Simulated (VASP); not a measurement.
# Pb (Fm-3m) in VASP: notebook

The runs below take Pb through single point, with PBE.

Everything below comes from runs of VASP 6.6.1. Logs are shortened: lines on timing, memory, paths and dates and some standing lists are left out, and cuts for length are marked.

## 1. The cell of the first run

It takes space group Fm-3m (No. 225, cubic). The conventional cell has a = 4.950 Å, b = 4.950 Å, c = 4.950 Å, α = 90.00°, β = 90.00°, γ = 90.00°. Within 4.6 Å of Pb (site symmetry m-3m) lie 12 Pb at 3.50 Å.

## 2. Single point, PBE

File INCAR:

```
ALGO = Normal
EDIFF = 1E-6
ENCUT = 500
GGA = PE
GGA_COMPAT = False
ISIF = 2
ISMEAR = -1
LASPH = True
LCHARG = True
LELF = True
LREAL = False
LVHAR = True
LWAVE = False
NBANDS = 13
NELM = 120
PREC = Accurate
SIGMA = 0.2
```

File KPOINTS:

```
k-points
0
Gamma
  3 3 3
```

File POSCAR:

```
Pb
1.0
    0.0000000000      2.4750200000      2.4750200000
    2.4750200000      0.0000000000      2.4750200000
    2.4750200000      2.4750200000      0.0000000000
Pb
1
Direct
    0.0000000000      0.0000000000      0.0000000000
```

Potentials or basis: VASP PAW PBE potentials, release 64 (Pb_d).

The run is started by

```bash
> cat potpaw_PBE.64/Pb_d/POTCAR > POTCAR
> mpirun -np 1 vasp_std > vasp.out
```

OUTCAR:

```text
EDIFF = 1E-6
   ENCUT = 500
   GGA = PE
   ISIF = 2
   ISMEAR = -1
   LASPH = True
   LREAL = False
   NELM = 120
   PREC = Accurate

 ion  position               nearest neighbor table
   1  0.000  0.000  0.000-

  LATTYP: Found a face centered cubic cell.
 ALAT       =     4.9500400000

  Lattice vectors:

 A1 = (   0.0000000000,   2.4750200000,   2.4750200000)
 A2 = (   2.4750200000,   0.0000000000,   2.4750200000)
 A3 = (   2.4750200000,   2.4750200000,   0.0000000000)

Analysis of symmetry for initial positions (statically):
=====================================================================
 Subroutine PRICEL returns:
 Original cell was already a primitive cell.

 Routine SETGRP: Setting up the symmetry group for a
 face centered cubic supercell.

 Subroutine GETGRP returns: Found 48 space group operations
 (whereof 48 operations were pure point group operations)
 out of a pool of 48 trial point group operations.

The static configuration has the point symmetry O_h .

Analysis of symmetry for dynamics (positions and initial velocities):
=====================================================================
 Subroutine PRICEL returns:
 Original cell was already a primitive cell.

 Routine SETGRP: Setting up the symmetry group for a
 face centered cubic supercell.

 Subroutine GETGRP returns: Found 48 space group operations
 (whereof 48 operations were pure point group operations)
 out of a pool of 48 trial point group operations.

The dynamic configuration has the point symmetry O_h .

 Subroutine INISYM returns: Found 48 space group operations
 (whereof 48 operations are pure point group operations),
 and found     1 'primitive' translations

----------------------------------------------------------------------------------------

                                     Primitive cell

  volume of cell :      30.3226

  direct lattice vectors                    reciprocal lattice vectors
     0.000000000  2.475020000  2.475020000    -0.202018570  0.202018570  0.202018570
     2.475020000  0.000000000  2.475020000     0.202018570 -0.202018570  0.202018570
     2.475020000  2.475020000  0.000000000     0.202018570  0.202018570 -0.202018570

  length of vectors
     3.500206851  3.500206851  3.500206851     0.349906427  0.349906427  0.349906427

  position of ions in fractional coordinates (direct lattice)
     0.000000000  0.000000000  0.000000000

  ion indices of the primitive-cell ions
   primitive index   ion index
                 1           1

----------------------------------------------------------------------------------------

 KPOINTS: k-points

Automatic generation of k-mesh.
 Grid dimensions read from file:
 generate k-points for:    3    3    3

 Generating k-lattice:

  Cartesian coordinates                     Fractional coordinates (reciprocal lattice)
    -0.067339523  0.067339523  0.067339523     0.333333333  0.000000000  0.000000000
     0.067339523 -0.067339523  0.067339523     0.000000000  0.333333333  0.000000000
     0.067339523  0.067339523 -0.067339523     0.000000000  0.000000000  0.333333333

  Length of vectors
     0.116635476  0.116635476  0.116635476

  Shift w.r.t. Gamma in fractional coordinates (k-lattice)
     0.000000000  0.000000000  0.000000000

 Subroutine IBZKPT returns following result:
 ===========================================

 Found      4 irreducible k-points:

 Following reciprocal coordinates:
            Coordinates               Weight
  0.000000  0.000000  0.000000      1.000000
  0.333333  0.000000  0.000000      8.000000
  0.333333  0.333333  0.000000      6.000000
 -0.333333  0.333333  0.000000     12.000000
   k-points           NKPTS =      4   k-points in BZ     NKDIM =      4   number of bands    NBANDS=     13
   number of dos      NEDOS =    301   number of ions     NIONS =      1
   total plane-waves  NPLWV =  21952
   dimension x,y,z NGX =    28 NGY =   28 NGZ =   28
   dimension x,y,z NGXF=    56 NGYF=   56 NGZF=   56
   ions per type =               1
   NGX,Y,Z   is equivalent  to a cutoff of  13.30, 13.30, 13.30 a.u.
   NGXF,Y,Z  is equivalent  to a cutoff of  26.60, 26.60, 26.60 a.u.
 SYSTEM =  unknown system
   PREC   = accura    normal or accurate (medium, high low for compatibility)
   ISTART =      0    job   : 0-new  1-cont  2-samecut
   ICHARG =      2    charge: 1-file 2-atom 10-const
   ISPIN  =      1    spin polarized calculation?
   LNONCOLLINEAR =      F non collinear calculations
   LSORBIT =      F    spin-orbit coupling
   LASPH  =      T    aspherical Exc in radial PAW
   ENCUT  =  500.0 eV  36.75 Ry    6.06 a.u.   6.38  6.38  6.38*2*pi/ulx,y,z
   NELM   =    120;   NELMIN=  2; NELMDL= -5     # of ELM steps
   EDIFF  = 0.1E-05   stopping-criterion for ELM
   LREAL  =      F    real-space projection
   EDIFFG = 0.1E-04   stopping-criterion for IOM
   NSW    =      0    number of steps for IOM
   IBRION =     -1    ionic relax: 0-MD 1-quasi-New 2-CG
   NFREE  =      0    steps in history (QN), initial steepest desc. (CG)
   ISIF   =      2    stress and relaxation
   ISYM   =      2    0-nonsym 1-usesym 2-fastsym
   POTIM  = 0.5000    time-step for ionic-motion
   TEBEG  =    0.0;   TEEND  =   0.0 temperature during run
   PSTRESS=    0.0 pullay stress
   NELECT =      14.0000    total number of electrons
   NUPDOWN=      -1.0000    fix difference up-down
   EMIN   =  10.00;   EMAX   =-10.00  energy-range for DOS
   EFERMI =   0.00;   METHOD = LEGACY
   ISMEAR =    -1;   SIGMA  =   0.20  broadening in eV -4-tet -1-fermi 0-gaus
   EFERMI_NEDOS =   21; number of points for ismear=-14 and -15
   IALGO  =     38    algorithm
   IMIX   =      4    mixing-type and parameters
     AMIX     =   0.40;   BMIX     =  1.00
     AMIX_MAG =   1.60;   BMIX_MAG =  1.00
  volume/ion in A,a.u.               =      30.32       204.63
  Fermi-wavevector in a.u.,A,eV,Ry     =   1.265306  2.391081 21.782907  1.600999
  Thomas-Fermi vector in A             =   2.398566
   LORBIT       =      0    0 simple, 1 ext, 2 COOP (PROOUT), +10 PAW based schemes
   GGA     = PE    functional components
   LHFCALC =     F    Hartree Fock is set to
   AEXX    =    0.0000 exact exchange contribution
   IVDW    =     0    specifies the selected vdW correction
   LEPSILON=     F    determine dielectric tensor
   LRPA    =     F    only Hartree local field effects (RPA)
 non-spin polarized calculation
  energy-cutoff  :      500.00
  volume of cell :       30.32
 maximum number of plane-waves:       776
 NGX is ok and might be reduce to    28
   NGX = 13   NGY = 13   NGZ = 13

 number of electron      13.9999999 magnetization

 Free energy of the ion-electron system (eV)
  ---------------------------------------------------
  ext. energy  EPLUGINS =         0.00000000
  ---------------------------------------------------
  free energy    TOTEN  =        -3.42997919 eV

  energy without entropy =       -3.23324943  energy(sigma->0) =       -3.33161431

 E-fermi :   5.9806     XC(G=0): -10.2080

 val. band max:        5.7233092363   @ k =   0.3333   0.0000   0.0000
 cond. band min:       7.2276439334   @ k =   0.3333   0.3333   0.0000
 fundamental gap:      1.5043346971
 Fermi energy:         5.9806287178

 k-point     1 :       0.0000    0.0000    0.0000
  band No.  band energies     occupation
      1      -9.8618      2.00000
      2      -9.8618      2.00000
      3      -9.8618      2.00000
      4      -9.7181      2.00000
      5      -9.7181      2.00000
      6      -4.5023      2.00000
      7      14.6738      0.00000
      8      14.6738      0.00000
      9      14.6738      0.00000
     10      17.0244      0.00000
     11      18.5861      0.00000
     12      19.7423      0.00000
     13      19.7423      0.00000

 k-point     2 :       0.3333    0.0000    0.0000
  band No.  band energies     occupation
      1      -9.8785      2.00000
      2      -9.8336      2.00000
      3      -9.8336      2.00000
      4      -9.6390      2.00000
      5      -9.6390      2.00000
      6      -2.4134      2.00000
      7       5.7233      1.56714
      8      13.2182      0.00000
      9      13.2182      0.00000
     10      16.1904      0.00000
     11      17.8192      0.00000
     12      18.9779      0.00000
     13      18.9779      0.00000

 k-point     3 :       0.3333    0.3333    0.0000
  band No.  band energies     occupation
      1      -9.9839      2.00000
      2      -9.8706      2.00000
      3      -9.6352      2.00000
      4      -9.6352      2.00000
      5      -9.6261      2.00000
      6      -1.7097      2.00000
      7       7.2276      0.00391
      8      10.1880      0.00000
      9      10.1880      0.00000
     10      13.5775      0.00000
     11      14.3232      0.00000
     12      25.2644      0.00000
     13      25.2675      0.00000

 k-point     4 :      -0.3333    0.3333    0.0000
  band No.  band energies     occupation
      1      -9.9147      2.00000
      2      -9.7566      2.00000
      3      -9.7126      2.00000
      4      -9.6862      2.00000
      5      -9.6265      2.00000
      6       0.0774      2.00000
      7       5.4450      1.87147
      8       5.7146      1.58181
      9      10.9167      0.00000
     10      14.1735      0.00000
     11      21.0091      0.00000
     12      22.6365      0.00000
     13      22.6553      0.00000

------------------------ aborting loop because EDIFF is reached ----------------------------------------

  FORCE on cell =-STRESS in cart. coord.  units (eV):
  Direction    XX          YY          ZZ          XY          YZ          ZX
  --------------------------------------------------------------------------------------
  -------------------------------------------------------------------------------------
  Total        0.2824825      0.2824825      0.2824825      0.0000000     -0.0000000      0.0000000
  in kB       14.9257469     14.9257469     14.9257469      0.0000000     -0.0000000      0.0000000
  external PRESSURE =      14.9257469 kB  Pullay stress =       0.0000000 kB

 VOLUME and BASIS-vectors are now :
 -----------------------------------------------------------------------------
  energy-cutoff  :      500.00
  volume of cell :       30.32
      direct lattice vectors                 reciprocal lattice vectors
     0.000000000  2.475020000  2.475020000    -0.202018570  0.202018570  0.202018570
     2.475020000  0.000000000  2.475020000     0.202018570 -0.202018570  0.202018570
     2.475020000  2.475020000  0.000000000     0.202018570  0.202018570 -0.202018570

 POSITION                                       TOTAL-FORCE (eV/Angst)
 -----------------------------------------------------------------------------------
      0.00000      0.00000      0.00000         0.000000     -0.000000      0.000000
 -----------------------------------------------------------------------------------
    total drift:                               -0.000000     -0.000000     -0.000000

  FREE ENERGIE OF THE ION-ELECTRON SYSTEM (eV)
  ---------------------------------------------------
  free  energy   TOTEN  =        -3.4299791921 eV

  energy  without entropy=       -3.2332494340  energy(sigma->0) =       -3.33161431
```

Wall time 2.5 s (1 thread of AMD EPYC 9R45 (Zen 5), shared host); peak memory 0.12 GiB.

Results:

```yaml
Free_energy: -3.4300 eV
Pressure: 1.5 GPa
Band_gap_on_the_k_mesh: zero (band 7 reaches 14.67 eV, above the bottom of band 8 at 5.71 eV)
```

Levels at points of the mesh, in eV from the Fermi level:
| k point | band 3 | band 4 | band 5 | band 6 | band 7 | band 8 | band 9 | band 10 |
| --- | --- | --- | --- | --- | --- | --- | --- | --- |
| (0.00, 0.00, 0.00) | -15.84 | -15.70 | -15.70 | -10.48 | 8.69 | 8.69 | 8.69 | 11.04 |

Caveat: the k points lie up to 0.73 Å⁻¹ apart; spin-orbit coupling is left out, which moves the levels of the heavy elements.

## 3. Single point, PBE

File INCAR:

```
ALGO     = Normal         # electronic algorithm
EDIFF    = 1E-6           # SCF threshold, eV
ENCUT    = 500            # plane-wave cutoff, eV
GGA      = PE             # functional
GGA_COMPAT= False        
ISIF     = 2              # what is computed and relaxed
ISMEAR   = -1             # smearing method
LASPH    = True           # aspherical terms in the spheres
LCHARG   = False          # write CHGCAR
LREAL    = False          # projectors in reciprocal space
LWAVE    = False          # write WAVECAR
NBANDS   = 13             # bands
NELM     = 120            # most SCF steps
PREC     = Accurate       # precision mode
SIGMA    = 0.2            # smearing width, eV
```

File KPOINTS:

```
k-points
0
Gamma
  4 4 4
```

POSCAR is that of step 2.

Potentials or basis: VASP PAW PBE potentials, release 64 (Pb_d).

The run is started by

```bash
> cat potpaw_PBE.64/Pb_d/POTCAR > POTCAR
> mpirun -np 1 vasp_std > vasp.out
```

Wall time 2.7 s (1 thread of AMD EPYC 9R45 (Zen 5), shared host); peak memory 0.12 GiB.

The run converged. Its results:

- Free energy: -3.4548 eV
- Pressure: 2.4 GPa
- Band gap on the k mesh: zero (band 7 reaches 14.69 eV, above the bottom of band 8 at 5.90 eV)

Levels at points of the mesh, in eV from the Fermi level:
```csv
k point,band 4,band 5,band 6,band 7,band 8,band 9,band 10,band 11
"(0.00, 0.00, 0.00)",-17.27,-17.27,-12.08,7.10,7.10,7.10,9.45,11.01
"(0.50, 0.00, 0.00)",-17.14,-17.14,-8.45,-4.52,5.26,5.26,8.92,9.15
"(0.50, 0.50, 0.00)",-17.10,-17.10,-7.04,-3.59,1.73,1.73,5.06,6.33
```

Caveat: the k points lie up to 0.55 Å⁻¹ apart; spin-orbit coupling is left out, which moves the levels of the heavy elements.

## 4. Single point, PBE

File INCAR:

```
SYSTEM = Pb
PREC = Accurate
ENCUT = 500
EDIFF = 1E-6
ISMEAR = -1
SIGMA = 0.2
LREAL = .FALSE.
LASPH = .TRUE.
NELM = 120
ALGO = Normal
ISIF = 2
LWAVE = .FALSE.
LCHARG = .FALSE.
GGA = PE
NBANDS = 13
GGA_COMPAT = .FALSE.
```

File KPOINTS:

```
regular mesh
0
G
  6 6 6
  0 0 0
```

POSCAR is that of step 3.

The run is started by

```bash
> cat potpaw_PBE.64/Pb_d/POTCAR > POTCAR
> mpirun -np 1 vasp_std > vasp.out
```

It took 4.7 s on 1 thread of AMD EPYC 9R45 (Zen 5), shared host; peak memory 0.12 GiB.

Results (log left out):

| Item | Value |
| --- | --- |
| Free energy | -3.5174 eV |
| Pressure | 3.4 GPa |
| Band gap on the k mesh | zero (band 7 reaches 14.71 eV, above the bottom of band 8 at 5.74 eV) |

Levels at points of the mesh, in eV from the Fermi level:
```
           k point  band 5  band 6  band 7  band 8  band 9  band 10
(0.00, 0.00, 0.00)  -17.05  -11.89    7.29    7.29    7.29     9.63
(0.50, 0.00, 0.00)  -16.92   -8.26   -4.34    5.45    5.45     9.11
(0.50, 0.50, 0.00)  -16.88   -6.85   -3.40    1.92    1.92     5.25
```

Caveat: the k points lie up to 0.37 Å⁻¹ apart; spin-orbit coupling is left out, which moves the levels of the heavy elements.

## 5. Single point, PBE

File INCAR:

```
SYSTEM = Pb
PREC = Accurate ; ENCUT = 500
EDIFF = 1E-6 ; ISMEAR = -1
SIGMA = 0.2 ; LREAL = .False.
LASPH = .True. ; NELM = 120
ALGO = Normal ; ISIF = 2
LWAVE = .False. ; LCHARG = .False.
GGA = PE ; NBANDS = 13
GGA_COMPAT = .False.
```

File KPOINTS:

```
regular mesh
0
Gamma
  8 8 8
  0 0 0
```

POSCAR is that of step 4.

The run is started by

```bash
> cat potpaw_PBE.64/Pb_d/POTCAR > POTCAR
> mpirun -np 1 vasp_std > vasp.out
```

It took 7.3 s on 1 thread of AMD EPYC 9R45 (Zen 5), shared host; peak memory 0.12 GiB.

It converged, with:

```
Free energy            : -3.5951 eV
Pressure               : 2.4 GPa
Band gap on the k mesh : zero (band 7 reaches 14.70 eV, above the bottom of band 8 at 5.91 eV)
```

Levels at points of the mesh, in eV from the Fermi level:
| k point | band 5 | band 6 | band 7 | band 8 | band 9 | band 10 |
| --- | --- | --- | --- | --- | --- | --- |
| (0.00, 0.00, 0.00) | -16.96 | -11.78 | 7.39 | 7.39 | 7.39 | 9.74 |
| (0.50, 0.00, 0.00) | -16.82 | -8.15 | -4.23 | 5.56 | 5.56 | 9.22 |
| (0.50, 0.50, 0.00) | -16.79 | -6.74 | -3.30 | 2.03 | 2.03 | 5.35 |

Caveat: spin-orbit coupling is left out, which moves the levels of the heavy elements.

## 6. Overview

| k mesh | gap on the mesh (eV) | pressure (GPa) |
| --- | --- | --- |
| 3 × 3 × 3 | none | 1.5 |
| 4 × 4 × 4 | none | 2.4 |
| 6 × 6 × 6 | none | 3.4 |
| 8 × 8 × 8 | none | 2.4 |

Alike in all rows: task single point; level PBE; potentials or basis VASP PAW PBE potentials, release 64 (Pb_d); no spin polarisation; cell as given; cutoff (eV) 500; smearing fermi-dirac 0.2 eV.

Caveats: some runs use coarse meshes; spin-orbit coupling is left out, which moves the levels of the heavy elements.

Absolute energies hang on the potentials; compare differences alone.
